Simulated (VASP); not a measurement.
Runs of VASP 6.6.1 on Ga. The structure is that of space group I4/mmm (No. 139), or close to it. The cells are those of the table. 

| task | cell | gap on the mesh (eV) | pressure (GPa) |
| --- | --- | --- | --- |
| single point | a = 2.946 Å, angles 124.9, 124.9, 81.7°, 1 atom | none | 2.5 |
| electric field gradients | a = 3.044 Å, angles 123.9, 123.9, 83.4°, 1 atom | none | -4.5 |
| single point | a = 2.945 Å, angles 123.9, 123.9, 83.4°, 1 atom | none | 0.9 |
| single point | a = 2.924 Å, angles 123.9, 123.9, 83.4°, 1 atom | none | (a) |

Alike in all rows: level LDA; potentials or basis VASP PAW LDA potentials, release 64 (Ga_d); no spin polarisation; k mesh 14 × 14 × 16; cutoff (eV) 520; smearing fermi-dirac 0.05 eV.

Question: Estimate the missing entries.

Answer: (a) 2.6.

A k mesh can miss the band edges, and the runs leave out spin-orbit coupling on Ga.

A gap of «none» marks levels without a gap at the run's occupations.
